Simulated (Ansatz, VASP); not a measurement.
Zn in VASP and in Ansatz

```xyz
2
Lattice="0.0000 2.8638 2.8638 2.8638 0.0000 2.8638 2.8638 2.8638 0.0000" Properties=species:S:1:pos:R:3 pbc="T T T"
Zn    0.7159    0.7159    0.7159
Zn    5.0116    5.0116    5.0116
```

Alike in both runs: task single point; functional PBEsol; k mesh 11 × 11 × 11; occupations fermi-dirac, width 0.1 eV; no spin polarisation.

|  | VASP | Ansatz |
| --- | --- | --- |
| version | VASP 6.6.1 | Ansatz 0.2.0 |
| potentials or method | VASP PAW PBE potentials, release 64 (Zn), cutoff 520 eV | plane waves (420 eV) with PAW, scalar-relativistic |
| valence electrons in the cell | 24 | 24 |

```tsv
	VASP	Ansatz	Ansatz less VASP
pressure (GPa)	-1.0	-1.2	-0.20
```

VASP's potentials were made for PBE, not for PBEsol, and Ansatz warns of the same on its side.
